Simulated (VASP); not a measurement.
# HfC (F-43m) in VASP: relaxation of cell and atoms with PBEsol

Aim: the relaxation of cell and atoms of HfC with PBEsol.

Program: VASP 6.6.1. These are calculated values, not measurements. Logs are shortened: lines on timing, memory, paths and dates and some standing lists are left out, and cuts for length are marked.

## Step 1: The cell of the first run

The structure is cubic, space group F-43m (No. 216). The conventional cell has a = 4.970 Å, b = 4.970 Å, c = 4.970 Å, α = 90.00°, β = 90.00°, γ = 90.00°. Hf (site symmetry -43m) has 4 C at 2.15 Å within 2.8 Å. C (site symmetry -43m) has 4 Hf at 2.15 Å within 2.8 Å.

## Step 2: Relaxation of cell and atoms, PBEsol

Input file INCAR:

```
ALGO = Normal ; EDIFF = 1E-7
EDIFFG = -0.01 ; ENCUT = 600
GGA = PS ; GGA_COMPAT = False
IBRION = 2 ; ISIF = 3
ISMEAR = -1 ; LASPH = True
LCHARG = False ; LREAL = False
LWAVE = False ; NELM = 120
NELMIN = 4 ; NSW = 80
PREC = Accurate ; SIGMA = 0.05
```

Input file KPOINTS:

```
k-points
0
Gamma
  6 6 6
```

Input file POSCAR:

```
HfC
1.0
    0.0000000000      2.4850000000      2.4850000000
    2.4850000000      0.0000000000      2.4850000000
    2.4850000000      2.4850000000      0.0000000000
Hf C
1 1
Direct
    0.0000000000      0.0000000000      0.0000000000
    0.2500000000      0.2500000000      0.2500000000
```

Potentials or basis: VASP PAW PBE potentials, release 64 (Hf_pv, C).

Launch:

```console
cat potpaw_PBE.64/Hf_pv/POTCAR potpaw_PBE.64/C/POTCAR > POTCAR
mpirun -np 1 vasp_std > vasp.out
```

OUTCAR:

```text
EDIFF = 1E-7
   EDIFFG = -0.01
   ENCUT = 600
   GGA = PS
   IBRION = 2
   ISIF = 3
   ISMEAR = -1
   LASPH = True
   LREAL = False
   NELM = 120
   NELMIN = 4
   NSW = 80
   PREC = Accurate

 ion  position               nearest neighbor table
   1  0.000  0.000  0.000-   2 2.15   2 2.15   2 2.15   2 2.15
   2  0.250  0.250  0.250-   1 2.15   1 2.15   1 2.15   1 2.15

  LATTYP: Found a face centered cubic cell.
 ALAT       =     4.9700000000

  Lattice vectors:

 A1 = (   0.0000000000,   2.4850000000,   2.4850000000)
 A2 = (   2.4850000000,   0.0000000000,   2.4850000000)
 A3 = (   2.4850000000,   2.4850000000,   0.0000000000)

Analysis of symmetry for initial positions (statically):
=====================================================================
 Subroutine PRICEL returns:
 Original cell was already a primitive cell.

 Routine SETGRP: Setting up the symmetry group for a
 face centered cubic supercell.

 Subroutine GETGRP returns: Found 24 space group operations
 (whereof 24 operations were pure point group operations)
 out of a pool of 48 trial point group operations.

The static configuration has the point symmetry T_d .

Analysis of symmetry for dynamics (positions and initial velocities):
=====================================================================
 Subroutine PRICEL returns:
 Original cell was already a primitive cell.

 Routine SETGRP: Setting up the symmetry group for a
 face centered cubic supercell.

 Subroutine GETGRP returns: Found 24 space group operations
 (whereof 24 operations were pure point group operations)
 out of a pool of 48 trial point group operations.

The dynamic configuration has the point symmetry T_d .

 Subroutine INISYM returns: Found 24 space group operations
 (whereof 24 operations are pure point group operations),
 and found     1 'primitive' translations

----------------------------------------------------------------------------------------

                                     Primitive cell

  volume of cell :      30.6909

  direct lattice vectors                    reciprocal lattice vectors
     0.000000000  2.485000000  2.485000000    -0.201207243  0.201207243  0.201207243
     2.485000000  0.000000000  2.485000000     0.201207243 -0.201207243  0.201207243
     2.485000000  2.485000000  0.000000000     0.201207243  0.201207243 -0.201207243

  length of vectors
     3.514320702  3.514320702  3.514320702     0.348501169  0.348501169  0.348501169

  position of ions in fractional coordinates (direct lattice)
     0.000000000  0.000000000  0.000000000
     0.250000000  0.250000000  0.250000000

  ion indices of the primitive-cell ions
   primitive index   ion index
                 1           1
                 2           2

----------------------------------------------------------------------------------------

 KPOINTS: k-points

Automatic generation of k-mesh.
 Grid dimensions read from file:
 generate k-points for:    6    6    6

 Generating k-lattice:

  Cartesian coordinates                     Fractional coordinates (reciprocal lattice)
    -0.033534541  0.033534541  0.033534541     0.166666667  0.000000000  0.000000000
     0.033534541 -0.033534541  0.033534541     0.000000000  0.166666667  0.000000000
     0.033534541  0.033534541 -0.033534541     0.000000000  0.000000000  0.166666667

  Length of vectors
     0.058083528  0.058083528  0.058083528

  Shift w.r.t. Gamma in fractional coordinates (k-lattice)
     0.000000000  0.000000000  0.000000000

 Subroutine IBZKPT returns following result:
 ===========================================

 Found     16 irreducible k-points:

 Following reciprocal coordinates:
            Coordinates               Weight
  0.000000  0.000000  0.000000      1.000000
  0.166667  0.000000  0.000000      8.000000
  0.333333  0.000000  0.000000      8.000000
  0.500000  0.000000  0.000000      4.000000
  0.166667  0.166667  0.000000      6.000000
  0.333333  0.166667  0.000000     24.000000
[... 8 lines left out ...]
 -0.333333  0.333333  0.166667     24.000000
 -0.333333  0.500000  0.166667     12.000000
   k-points           NKPTS =     16   k-points in BZ     NKDIM =     16   number of bands    NBANDS=     11
   number of dos      NEDOS =    301   number of ions     NIONS =      2
   total plane-waves  NPLWV =  21952
   dimension x,y,z NGX =    28 NGY =   28 NGZ =   28
   dimension x,y,z NGXF=    56 NGYF=   56 NGZF=   56
   ions per type =               1   1
   NGX,Y,Z   is equivalent  to a cutoff of  13.25, 13.25, 13.25 a.u.
   NGXF,Y,Z  is equivalent  to a cutoff of  26.49, 26.49, 26.49 a.u.
 SYSTEM =  unknown system
   PREC   = accura    normal or accurate (medium, high low for compatibility)
   ISTART =      0    job   : 0-new  1-cont  2-samecut
   ICHARG =      2    charge: 1-file 2-atom 10-const
   ISPIN  =      1    spin polarized calculation?
   LNONCOLLINEAR =      F non collinear calculations
   LSORBIT =      F    spin-orbit coupling
   LASPH  =      T    aspherical Exc in radial PAW
   ENCUT  =  600.0 eV  44.10 Ry    6.64 a.u.   7.02  7.02  7.02*2*pi/ulx,y,z
   NELM   =    120;   NELMIN=  4; NELMDL= -5     # of ELM steps
   EDIFF  = 0.1E-06   stopping-criterion for ELM
   LREAL  =      F    real-space projection
   EDIFFG = -.1E-01   stopping-criterion for IOM
   NSW    =     80    number of steps for IOM
   IBRION =      2    ionic relax: 0-MD 1-quasi-New 2-CG
   NFREE  =      1    steps in history (QN), initial steepest desc. (CG)
   ISIF   =      3    stress and relaxation
   ISYM   =      2    0-nonsym 1-usesym 2-fastsym
   POTIM  = 0.5000    time-step for ionic-motion
   TEBEG  =    0.0;   TEEND  =   0.0 temperature during run
   PSTRESS=    0.0 pullay stress
   NELECT =      14.0000    total number of electrons
   NUPDOWN=      -1.0000    fix difference up-down
   EMIN   =  10.00;   EMAX   =-10.00  energy-range for DOS
   EFERMI =   0.00;   METHOD = LEGACY
   ISMEAR =    -1;   SIGMA  =   0.05  broadening in eV -4-tet -1-fermi 0-gaus
   EFERMI_NEDOS =   21; number of points for ismear=-14 and -15
   IALGO  =     38    algorithm
   IMIX   =      4    mixing-type and parameters
     AMIX     =   0.40;   BMIX     =  1.00
     AMIX_MAG =   1.60;   BMIX_MAG =  1.00
  volume/ion in A,a.u.               =      15.35       103.56
  Fermi-wavevector in a.u.,A,eV,Ry     =   1.260224  2.381478 21.608294  1.588165
  Thomas-Fermi vector in A             =   2.393744
   LORBIT       =      0    0 simple, 1 ext, 2 COOP (PROOUT), +10 PAW based schemes
   GGA     = PS    functional components
   LHFCALC =     F    Hartree Fock is set to
   AEXX    =    0.0000 exact exchange contribution
   IVDW    =     0    specifies the selected vdW correction
   LEPSILON=     F    determine dielectric tensor
   LRPA    =     F    only Hartree local field effects (RPA)
 conjugate gradient relaxation of ions
 non-spin polarized calculation
  energy-cutoff  :      600.00
  volume of cell :       30.69
 maximum number of plane-waves:      1034
   NGX = 13   NGY = 13   NGZ = 13

--------------------------------------- Ionic step        1  -------------------------------------------

 number of electron      13.9999999 magnetization

 Free energy of the ion-electron system (eV)
  ---------------------------------------------------
  ext. energy  EPLUGINS =         0.00000000
  ---------------------------------------------------
  free energy    TOTEN  =       -20.71498071 eV

  energy without entropy =      -20.71160948  energy(sigma->0) =      -20.71329509

------------------------ aborting loop because EDIFF is reached ----------------------------------------

  FORCE on cell =-STRESS in cart. coord.  units (eV):
  Direction    XX          YY          ZZ          XY          YZ          ZX
  --------------------------------------------------------------------------------------
  -------------------------------------------------------------------------------------
  Total        0.4155557      0.4155557      0.4155557      0.0000000      0.0000000      0.0000000
  in kB       21.6935512     21.6935512     21.6935512      0.0000000      0.0000000      0.0000000
  external PRESSURE =      21.6935512 kB  Pullay stress =       0.0000000 kB

 VOLUME and BASIS-vectors are now :
 -----------------------------------------------------------------------------
  energy-cutoff  :      600.00
  volume of cell :       30.69
      direct lattice vectors                 reciprocal lattice vectors
     0.000000000  2.485000000  2.485000000    -0.201207243  0.201207243  0.201207243
     2.485000000  0.000000000  2.485000000     0.201207243 -0.201207243  0.201207243
     2.485000000  2.485000000  0.000000000     0.201207243  0.201207243 -0.201207243

 POSITION                                       TOTAL-FORCE (eV/Angst)
 -----------------------------------------------------------------------------------
      0.00000      0.00000      0.00000         0.000000      0.000000      0.000000
      1.24250      1.24250      1.24250        -0.000000     -0.000000     -0.000000
 -----------------------------------------------------------------------------------
    total drift:                               -0.000000     -0.000000     -0.000000

  FREE ENERGIE OF THE ION-ELECTRON SYSTEM (eV)
  ---------------------------------------------------
  free  energy   TOTEN  =       -20.7149807082 eV
[... 17 lines left out ...]
 VOLUME and BASIS-vectors are now :
 -----------------------------------------------------------------------------
  energy-cutoff  :      600.00
  volume of cell :       31.62
      direct lattice vectors                 reciprocal lattice vectors
     0.000000000  2.509909031  2.509909031    -0.199210407  0.199210407  0.199210407
     2.509909031 -0.000000000  2.509909031     0.199210407 -0.199210407  0.199210407
     2.509909031  2.509909031 -0.000000000     0.199210407  0.199210407 -0.199210407

 POSITION                                       TOTAL-FORCE (eV/Angst)
 -----------------------------------------------------------------------------------
      2.50991     -0.00000      2.50991        -0.000000      0.000000     -0.000000
      1.25495      1.25495      1.25495         0.000000     -0.000000      0.000000
 -----------------------------------------------------------------------------------
    total drift:                               -0.000000     -0.000000     -0.000000

  FREE ENERGIE OF THE ION-ELECTRON SYSTEM (eV)
  ---------------------------------------------------
  free  energy   TOTEN  =       -20.7131042410 eV

  energy  without entropy=      -20.7102632463  energy(sigma->0) =      -20.71168374

--------------------------------------- Ionic step        3  -------------------------------------------

 number of electron      13.9999999 magnetization

 Free energy of the ion-electron system (eV)
  ---------------------------------------------------
  ext. energy  EPLUGINS =         0.00000000
  ---------------------------------------------------
  free energy    TOTEN  =       -20.71765458 eV

  energy without entropy =      -20.71448410  energy(sigma->0) =      -20.71606934

 E-fermi :   3.8644     XC(G=0): -11.1104

 val. band max:        3.7303376697   @ k =  -0.3333   0.5000   0.1667
 cond. band min:       3.9894757649   @ k =  -0.3333   0.5000   0.1667
 fundamental gap:      0.2591380952
 Fermi energy:         3.8644204381

 k-point     1 :       0.0000    0.0000    0.0000
  band No.  band energies     occupation
      1     -25.7548      2.00000
      2     -25.7548      2.00000
      3     -25.7548      2.00000
      4      -7.0209      2.00000
      5       1.3653      2.00000
      6       1.3653      2.00000
      7       1.3653      2.00000
      8       7.0652      0.00000
      9       7.3645      0.00000
     10       7.3645      0.00000
     11      13.0299      0.00000

 k-point     2 :       0.1667    0.0000    0.0000
  band No.  band energies     occupation
      1     -25.8484      2.00000
      2     -25.7681      2.00000
      3     -25.7681      2.00000
      4      -6.5764      2.00000
      5       0.8427      2.00000
      6       1.5804      2.00000
      7       1.5804      2.00000
      8       7.0720      0.00000
      9       7.0720      0.00000
     10       8.2278      0.00000
     11      12.4147      0.00000

 k-point     3 :       0.3333    0.0000    0.0000
  band No.  band energies     occupation
      1     -26.0297      2.00000
      2     -25.7944      2.00000
      3     -25.7944      2.00000
      4      -5.6886      2.00000
      5       0.4860      2.00000
      6       1.8970      2.00000
      7       1.8970      2.00000
      8       7.3032      0.00000
      9       7.3032      0.00000
     10       8.7255      0.00000
     11      11.3333      0.00000
[... 193 lines left out ...]
 VOLUME and BASIS-vectors are now :
 -----------------------------------------------------------------------------
  energy-cutoff  :      600.00
  volume of cell :       31.09
      direct lattice vectors                 reciprocal lattice vectors
     0.000000000  2.495768436  2.495768436    -0.200339099  0.200339099  0.200339099
     2.495768436 -0.000000000  2.495768436     0.200339099 -0.200339099  0.200339099
     2.495768436  2.495768436 -0.000000000     0.200339099  0.200339099 -0.200339099

 POSITION                                       TOTAL-FORCE (eV/Angst)
 -----------------------------------------------------------------------------------
      0.00000      0.00000      0.00000        -0.000000      0.000000      0.000000
      1.24788      1.24788      1.24788         0.000000     -0.000000     -0.000000
 -----------------------------------------------------------------------------------
    total drift:                               -0.000000     -0.000000     -0.000000

  FREE ENERGIE OF THE ION-ELECTRON SYSTEM (eV)
  ---------------------------------------------------
  free  energy   TOTEN  =       -20.7176545760 eV

  energy  without entropy=      -20.7144841044  energy(sigma->0) =      -20.71606934

 reached required accuracy - stopping structural energy minimisation
```

Wall time 16 s (1 thread of Intel Xeon Platinum 8559C (Emerald Rapids), shared host); peak memory 0.16 GiB.

What came out:

- Free energy: -20.7177 eV
- Relaxed volume: 15.55 Å³/atom
- Relaxed cell: a = 3.530 Å, b = 3.530 Å, c = 3.530 Å, α = 60.00°, β = 60.00°, γ = 60.00°
- Space group after relaxing (to 0.1 Å): F-43m (No. 216)
- Energy gained by relaxing: 1.3 meV/atom
- Ionic steps: 3
- Pressure after relaxing: 0.0 GPa
- Band gap on the k mesh: 0.26 eV

Step by step:
```tsv
step	energy change (eV)	largest force (eV/Å)	pressure (GPa)	volume (Å³)
1	0.0000	0.0000	2.17	30.69
2	0.0019	0.0000	-2.70	31.62
3	-0.0027	0.0000	0.00	31.09
```

Final structure:
```
Hf C
1.0
     0.00000    2.49577    2.49577
     2.49577    0.00000    2.49577
     2.49577    2.49577    0.00000
Hf C
1 1
Cartesian
  0.0000 0.0000 0.0000
  1.2479 1.2479 1.2479
```

Caveat: the PAW data sets were made with another functional, which shifts forces and pressure a little; spin-orbit coupling is left out, which moves the levels of the heavy elements. A k mesh can miss the band edges.
